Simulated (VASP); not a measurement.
# Hf3HN3 in VASP: notebook

Hf3HN3 is run at these levels: PBEsol; tasks: single point.

Program: VASP 6.6.1. These are calculated values, not measurements. Logs are shortened: lines on timing, memory, paths and dates and some standing lists are left out, and cuts for length are marked.

## 1. The cell of the first run

The cell holds a slab with vacuum, 7 atoms: a = 3.183 Å, b = 3.183 Å, c = 25.497 Å, α = 90.00°, β = 90.00°, γ = 120.00°.

## 2. Single point, PBEsol

Input file INCAR:

```
  PREC = Accurate
  ENCUT = 520
  EDIFF = 1E-7
  ISMEAR = 0
  SIGMA = 0.1
  LREAL = False
  LASPH = True
  NELM = 80
  ALGO = Normal
  ISIF = 2
  LWAVE = False
  LCHARG = False
  LDIPOL = True
  IDIPOL = 3
  DIPOL = 0.5 0.5 0.490
  GGA = PS
  NBANDS = 32
```

Input file KPOINTS:

```
regular mesh
0
Gamma
  9 9 1
```

Input file POSCAR:

```
Hf3HN3
1.0
    3.1830776025      0.0000000000      0.0000000000
   -1.5915388013      2.7566260660      0.0000000000
    0.0000000000      0.0000000000     25.4974299482
N Hf H
3 3 1
Direct
    0.3333333333      0.6666666667      0.3333669321
    0.0000000000      0.0000000000      0.4352976751
    0.6666666667      0.3333333333      0.5366639123
    0.6666666667      0.3333333333      0.3843323037
    0.3333333333      0.6666666667      0.4879680110
    0.0000000000      0.0000000000      0.5890708274
    0.0000000000      0.0000000000      0.6619132016
```

Potentials or basis: VASP PAW PBE potentials, release 64 (N, Hf_pv, H).

Launch:

```bash
$ cat potpaw_PBE.64/N/POTCAR potpaw_PBE.64/Hf_pv/POTCAR potpaw_PBE.64/H/POTCAR > POTCAR
$ mpirun -np 1 vasp_std > vasp.out
```

OUTCAR:

```text
PREC = Accurate
   ENCUT = 520
   EDIFF = 1E-7
   ISMEAR = 0
   LREAL = False
   LASPH = True
   NELM = 80
   ISIF = 2
   GGA = PS

 ion  position               nearest neighbor table
   1  0.333  0.667  0.333-   4 2.25   4 2.25   4 2.25
   2  0.000  0.000  0.435-   4 2.25   4 2.25   4 2.25   5 2.28   5 2.28   5 2.28
   3  0.667  0.333  0.537-   5 2.22   5 2.22   5 2.22   6 2.27   6 2.27   6 2.27
   4  0.667  0.333  0.384-   2 2.25   2 2.25   2 2.25   1 2.25   1 2.25   1 2.25   5 3.22   5 3.22
                             5 3.22
   5  0.333  0.667  0.488-   3 2.22   3 2.22   3 2.22   2 2.28   2 2.28   2 2.28   6 3.17   6 3.17
                             6 3.17   4 3.22   4 3.22   4 3.22
   6  0.000  0.000  0.589-   7 1.86   3 2.27   3 2.27   3 2.27   5 3.17   5 3.17   5 3.17
   7  0.000  0.000  0.662-   6 1.86

  LATTYP: Found a hexagonal cell.
 ALAT       =     3.1830776025
 C/A-ratio  =     8.0103073605

  Lattice vectors:

 A1 = (   3.1830776025,   0.0000000000,   0.0000000000)
 A2 = (  -1.5915388013,   2.7566260660,   0.0000000000)
 A3 = (   0.0000000000,   0.0000000000,  25.4974299482)

Analysis of symmetry for initial positions (statically):
=====================================================================
 Subroutine PRICEL returns:
 Original cell was already a primitive cell.

 Routine SETGRP: Setting up the symmetry group for a
 hexagonal supercell.

 Subroutine GETGRP returns: Found  6 space group operations
 (whereof  6 operations were pure point group operations)
 out of a pool of 24 trial point group operations.

The static configuration has the point symmetry C_3v.

Analysis of symmetry for dynamics (positions and initial velocities):
=====================================================================
 Subroutine PRICEL returns:
 Original cell was already a primitive cell.

 Routine SETGRP: Setting up the symmetry group for a
 hexagonal supercell.

 Subroutine GETGRP returns: Found  6 space group operations
 (whereof  6 operations were pure point group operations)
 out of a pool of 24 trial point group operations.

The dynamic configuration has the point symmetry C_3v.

 Subroutine INISYM returns: Found  6 space group operations
 (whereof  6 operations are pure point group operations),
 and found     1 'primitive' translations

----------------------------------------------------------------------------------------

                                     Primitive cell

  volume of cell :     223.7286

  direct lattice vectors                    reciprocal lattice vectors
     3.183077603  0.000000000  0.000000000     0.314161364  0.181381148  0.000000000
    -1.591538801  2.756626066  0.000000000     0.000000000  0.362762296  0.000000000
     0.000000000  0.000000000 25.497429948     0.000000000  0.000000000  0.039219639

  length of vectors
     3.183077603  3.183077603 25.497429948     0.362762296  0.362762296  0.039219639

  position of ions in fractional coordinates (direct lattice)
     0.333333333  0.666666667  0.333366932
     0.000000000  0.000000000  0.435297675
     0.666666667  0.333333333  0.536663912
     0.666666667  0.333333333  0.384332304
     0.333333333  0.666666667  0.487968011
     0.000000000  0.000000000  0.589070827
     0.000000000  0.000000000  0.661913202

  ion indices of the primitive-cell ions
   primitive index   ion index
                 1           1
                 2           2
                 3           3
                 4           4
                 5           5
                 6           6
                 7           7

----------------------------------------------------------------------------------------

 KPOINTS: regular mesh

Automatic generation of k-mesh.
 Grid dimensions read from file:
 generate k-points for:    9    9    1

 Generating k-lattice:

  Cartesian coordinates                     Fractional coordinates (reciprocal lattice)
     0.034906818  0.020153461  0.000000000     0.111111111  0.000000000  0.000000000
     0.000000000  0.040306922  0.000000000     0.000000000  0.111111111  0.000000000
     0.000000000  0.000000000  0.039219639     0.000000000  0.000000000  1.000000000

  Length of vectors
     0.040306922  0.040306922  0.039219639

  Shift w.r.t. Gamma in fractional coordinates (k-lattice)
     0.000000000  0.000000000  0.000000000

 Subroutine IBZKPT returns following result:
 ===========================================

 Found     12 irreducible k-points:

 Following reciprocal coordinates:
            Coordinates               Weight
  0.000000  0.000000  0.000000      1.000000
  0.111111  0.000000  0.000000      6.000000
  0.222222  0.000000  0.000000      6.000000
  0.333333 -0.000000  0.000000      6.000000
  0.444444  0.000000  0.000000      6.000000
  0.111111  0.111111  0.000000      6.000000
  0.222222  0.111111  0.000000     12.000000
  0.333333  0.111111  0.000000     12.000000
  0.444444  0.111111  0.000000      6.000000
  0.222222  0.222222  0.000000      6.000000
  0.333333  0.222222  0.000000     12.000000
  0.333333  0.333333  0.000000      2.000000
   k-points           NKPTS =     12   k-points in BZ     NKDIM =     12   number of bands    NBANDS=     32
   number of dos      NEDOS =    301   number of ions     NIONS =      7
   total plane-waves  NPLWV = 110592
   dimension x,y,z NGX =    24 NGY =   24 NGZ =  192
   dimension x,y,z NGXF=    48 NGYF=   48 NGZF=  384
   ions per type =               3   3   1
   NGX,Y,Z   is equivalent  to a cutoff of  12.53, 12.53, 12.52 a.u.
   NGXF,Y,Z  is equivalent  to a cutoff of  25.07, 25.07, 25.04 a.u.
 SYSTEM =  unknown system
   PREC   = accura    normal or accurate (medium, high low for compatibility)
   ISTART =      0    job   : 0-new  1-cont  2-samecut
   ICHARG =      2    charge: 1-file 2-atom 10-const
   ISPIN  =      1    spin polarized calculation?
   LNONCOLLINEAR =      F non collinear calculations
   LSORBIT =      F    spin-orbit coupling
   LASPH  =      T    aspherical Exc in radial PAW
   ENCUT  =  520.0 eV  38.22 Ry    6.18 a.u.   5.92  5.92 47.41*2*pi/ulx,y,z
   NELM   =     80;   NELMIN=  2; NELMDL= -5     # of ELM steps
   EDIFF  = 0.1E-06   stopping-criterion for ELM
   LREAL  =      F    real-space projection
   EDIFFG = 0.1E-05   stopping-criterion for IOM
   NSW    =      0    number of steps for IOM
   IBRION =     -1    ionic relax: 0-MD 1-quasi-New 2-CG
   NFREE  =      0    steps in history (QN), initial steepest desc. (CG)
   ISIF   =      2    stress and relaxation
   ISYM   =      2    0-nonsym 1-usesym 2-fastsym
   POTIM  = 0.5000    time-step for ionic-motion
   TEBEG  =    0.0;   TEEND  =   0.0 temperature during run
   PSTRESS=    0.0 pullay stress
   NELECT =      46.0000    total number of electrons
   NUPDOWN=      -1.0000    fix difference up-down
   EMIN   =  10.00;   EMAX   =-10.00  energy-range for DOS
   EFERMI =   0.00;   METHOD = LEGACY
   ISMEAR =     0;   SIGMA  =   0.10  broadening in eV -4-tet -1-fermi 0-gaus
   EFERMI_NEDOS =   21; number of points for ismear=-14 and -15
   IALGO  =     38    algorithm
   IMIX   =      4    mixing-type and parameters
     AMIX     =   0.40;   BMIX     =  1.00
     AMIX_MAG =   1.60;   BMIX_MAG =  1.00
  volume/ion in A,a.u.               =      31.96       215.69
  Fermi-wavevector in a.u.,A,eV,Ry     =   0.966244  1.825937 12.702781  0.933628
  Thomas-Fermi vector in A             =   2.096029
   LORBIT       =      0    0 simple, 1 ext, 2 COOP (PROOUT), +10 PAW based schemes
   GGA     = PS    functional components
   LHFCALC =     F    Hartree Fock is set to
   AEXX    =    0.0000 exact exchange contribution
   IVDW    =     0    specifies the selected vdW correction
   LEPSILON=     F    determine dielectric tensor
   LRPA    =     F    only Hartree local field effects (RPA)
 non-spin polarized calculation
 Gauss-broadening in eV      SIGMA  =   0.10
  energy-cutoff  :      520.00
  volume of cell :      223.73
 maximum number of plane-waves:      6054
 NGX is ok and might be reduce to    24
   NGX = 11   NGY = 11   NGZ = 95

 dipolmoment           0.000000      0.000000      0.019858 electrons x Angstroem

 number of electron      46.0000010 magnetization

 dipolmoment           0.000000      0.000000     -0.077806 electrons x Angstroem

 Free energy of the ion-electron system (eV)
  ---------------------------------------------------
  ext. energy  EPLUGINS =         0.00000000
  ---------------------------------------------------
  free energy    TOTEN  =       -66.70724274 eV

  energy without entropy =      -66.67868814  energy(sigma->0) =      -66.69296544

 E-fermi :  -2.8088     XC(G=0):  -4.9520

 val. band max:       -2.8351303344   @ k =   0.1111   0.0000   0.0000
 cond. band min:      -2.7841723200   @ k =   0.2222   0.2222   0.0000
 fundamental gap:      0.0509580144
 Fermi energy:        -2.8088296923

 k-point     1 :       0.0000    0.0000    0.0000
  band No.  band energies     occupation
      1     -34.2493      2.00000
      2     -33.6490      2.00000
      3     -33.6490      2.00000
      4     -33.4488      2.00000
      5     -33.3174      2.00000
      6     -33.3174      2.00000
[... 24 lines left out ...]
     31       0.6347      0.00000
     32       1.2259      0.00000

 k-point     2 :       0.1111    0.0000    0.0000
  band No.  band energies     occupation
      1     -34.2235      2.00000
      2     -33.7542      2.00000
      3     -33.6697      2.00000
      4     -33.4322      2.00000
      5     -33.3936      2.00000
      6     -33.3339      2.00000
[... 24 lines left out ...]
     31       0.6931      0.00000
     32       1.3579      0.00000
[... 313 lines left out ...]
     31       2.8622      0.00000
     32       3.1591      0.00000

 k-point    12 :       0.3333    0.3333    0.0000
  band No.  band energies     occupation
      1     -34.2113      2.00000
      2     -34.1846      2.00000
      3     -34.0108      2.00000
      4     -33.7780      2.00000
      5     -33.6744      2.00000
      6     -33.3762      2.00000
[... 24 lines left out ...]
     31       2.4528      0.00000
     32       2.9810      0.00000

------------------------ aborting loop because EDIFF is reached ----------------------------------------

 vacuum level on the upper side and lower side of the slab       (xc-potential included)        -0.938         0.658

  FORCE on cell =-STRESS in cart. coord.  units (eV):
  Direction    XX          YY          ZZ          XY          YZ          ZX
  --------------------------------------------------------------------------------------
  -------------------------------------------------------------------------------------
  Total       -1.8495115     -1.8495115     -5.0121011      0.0000000      0.0000000      0.0000000
  in kB      -13.2448218    -13.2448218    -35.8929298      0.0000000      0.0000000      0.0000000
  external PRESSURE =     -20.7941911 kB  Pullay stress =       0.0000000 kB

 VOLUME and BASIS-vectors are now :
 -----------------------------------------------------------------------------
  energy-cutoff  :      520.00
  volume of cell :      223.73
      direct lattice vectors                 reciprocal lattice vectors
     3.183077603  0.000000000  0.000000000     0.314161364  0.181381148  0.000000000
    -1.591538801  2.756626066  0.000000000     0.000000000  0.362762296  0.000000000
     0.000000000  0.000000000 25.497429948     0.000000000  0.000000000  0.039219639

 POSITION                                       TOTAL-FORCE (eV/Angst)
 -----------------------------------------------------------------------------------
     -0.00000      1.83775      8.50000         0.000000      0.000000      5.039511
      0.00000      0.00000     11.09897        -0.000000      0.000000      1.634407
      1.59154      0.91888     13.68355         0.000000     -0.000000     -0.031455
      1.59154      0.91888      9.79949        -0.000000      0.000000     -6.566441
     -0.00000      1.83775     12.44193         0.000000     -0.000000      0.010737
      0.00000      0.00000     15.01979        -0.000000      0.000000     -0.096522
      0.00000      0.00000     16.87709        -0.000000      0.000000      0.009764
 -----------------------------------------------------------------------------------
    total drift:                               -0.000000      0.000000     -0.000067

  FREE ENERGIE OF THE ION-ELECTRON SYSTEM (eV)
  ---------------------------------------------------
  free  energy   TOTEN  =       -66.7072427352 eV

  energy  without entropy=      -66.6786881450  energy(sigma->0) =      -66.69296544

 vacuum level on the upper side and lower side of the slab         3.838         5.481
```

Run time: 5.4 min. Hardware: 1 thread of Intel Xeon Platinum 8259CL at 2.50GHz (Skylake/Cascade Lake), shared host; peak memory 0.37 GiB.

Results:

* Free energy: -66.7072 eV
* Largest force: 6.566 eV/Å
* Band gap on the k mesh: 0.05 eV (least direct gap 0.17 eV)

Forces on the atoms (eV/Å):
```
N    0.000  0.000  5.040
N    0.000  0.000  1.634
N    0.000  0.000 -0.031
Hf   0.000  0.000 -6.566
Hf   0.000  0.000  0.011
Hf   0.000  0.000 -0.097
H    0.000  0.000  0.010
```

Levels at points of the mesh, in eV from the valence-band top:
```
           k point  band 20  band 21  band 22  band 23  band 24  band 25  band 26  band 27
(0.00, 0.00, 0.00)    -1.34    -0.19    -0.04    -0.04     0.82     0.82     1.34     2.43
```

Caveat: the PAW data sets were made with another functional, which shifts forces and pressure a little; spin-orbit coupling is left out, which moves the levels of the heavy elements.

## 3. Single point, PBEsol

INCAR, as its differences from that of step 2:

```diff
@@ -2,3 +2,3 @@
   ENCUT = 520
-  EDIFF = 1E-7
+  EDIFF = 1E-6
   ISMEAR = 0
@@ -14,3 +14,3 @@
   IDIPOL = 3
-  DIPOL = 0.5 0.5 0.490
+  DIPOL = 0.5 0.5 0.484
   GGA = PS
```

KPOINTS is that of step 2.

Input file POSCAR:

```
Hf3HN3
1.0
    3.1830776025      0.0000000000      0.0000000000
   -1.5915388013      2.7566260660      0.0000000000
    0.0000000000      0.0000000000     25.4974299482
N Hf H
3 3 1
Direct
    0.3333333333      0.6666666667      0.3333669321
    0.0000000000      0.0000000000      0.4352976751
    0.6666666667      0.3333333333      0.5370245865
    0.6666666667      0.3333333333      0.3843323037
    0.3333333333      0.6666666667      0.4872491629
    0.0000000000      0.0000000000      0.5868477275
    0.3333333333      0.6666666667      0.6245805307
```

Potentials or basis: VASP PAW PBE potentials, release 64 (N, Hf_pv, H).

Launch:

```bash
$ cat potpaw_PBE.64/N/POTCAR potpaw_PBE.64/Hf_pv/POTCAR potpaw_PBE.64/H/POTCAR > POTCAR
$ mpirun -np 1 vasp_std > vasp.out
```

Wall time 4.6 min (1 thread of Intel Xeon Platinum 8259CL at 2.50GHz (Skylake/Cascade Lake), shared host); peak memory 0.36 GiB.

The run converged. Its results:

```yaml
Free_energy: -68.4996 eV
Largest_force: 6.995 eV/Å
Band_gap_on_the_k_mesh: 0.17 eV (least direct gap 0.24 eV)
```

Forces on the atoms (eV/Å):
```
N    0.000  0.000  5.326
N    0.000  0.000  1.762
N    0.000  0.000  0.005
Hf   0.000  0.000 -6.995
Hf   0.000  0.000  0.030
Hf   0.000  0.000 -0.117
H    0.000  0.000 -0.010
```

Levels at points of the mesh, in eV from the valence-band top:
| k point | band 21 | band 22 | band 23 | band 24 | band 25 | band 26 |
| --- | --- | --- | --- | --- | --- | --- |
| (0.00, 0.00, 0.00) | -0.14 | -0.14 | -0.05 | 0.52 | 0.52 | 1.12 |

Caveat: the PAW data sets were made with another functional, which shifts forces and pressure a little; spin-orbit coupling is left out, which moves the levels of the heavy elements.

## 4. Single point, PBEsol

Input file INCAR:

```
ALGO = Normal
DIPOL = 0.5 0.5 0.484
EDIFF = 1E-7
ENCUT = 520
GGA = PS
IDIPOL = 3
ISIF = 2
ISMEAR = 0
LASPH = T
LCHARG = F
LDIPOL = T
LREAL = F
LWAVE = F
NBANDS = 32
NELM = 60
PREC = Accurate
SIGMA = 0.1
```

Input file KPOINTS:

```
k-points
0
Gamma
  9 9 1
```

Input file POSCAR:

```
Hf3HN3
1.0
    3.1830776025      0.0000000000      0.0000000000
   -1.5915388013      2.7566260660      0.0000000000
    0.0000000000      0.0000000000     25.4974299482
N Hf H
3 3 1
Direct
    0.3333333333      0.6666666667      0.3333669321
    0.0000000000      0.0000000000      0.4352976751
    0.6666106388      0.3332212776      0.5370288280
    0.6666666666      0.3333333333      0.3843323037
    0.3333114416      0.6666228833      0.4872225662
   -0.0000832688     -0.0001665376      0.5867759022
    0.3332202756      0.6664405512      0.6245181301
```

Launch:

```bash
$ cat potpaw_PBE.64/N/POTCAR potpaw_PBE.64/Hf_pv/POTCAR potpaw_PBE.64/H/POTCAR > POTCAR
$ mpirun -np 1 vasp_std > vasp.out
```

Run time: 12 min. Hardware: 1 thread of Intel Xeon Platinum 8259CL at 2.50GHz (Skylake/Cascade Lake), shared host; peak memory 0.42 GiB.

Results (log left out):

| Property | Result |
| --- | --- |
| Free energy | -68.4997 eV |
| Largest force | 6.997 eV/Å |
| Band gap on the k mesh | 0.17 eV (least direct gap 0.24 eV) |

Forces in eV/Å, atoms in the order of the input:
```
N    0.000  0.000  5.326
N    0.000 -0.001  1.755
N    0.000  0.000 -0.014
Hf   0.000  0.000 -6.997
Hf   0.000  0.000  0.038
Hf   0.000  0.000 -0.098
H    0.000  0.001 -0.010
```

Levels at points of the mesh, in eV from the valence-band top:
```tsv
k point	band 20	band 21	band 22	band 23	band 24	band 25	band 26	band 27
(0.00, 0.00, 0.00)	-1.18	-0.14	-0.14	-0.05	0.52	0.52	1.12	2.12
```

Caveat: the PAW data sets were made with another functional, which shifts forces and pressure a little; spin-orbit coupling is left out, which moves the levels of the heavy elements.
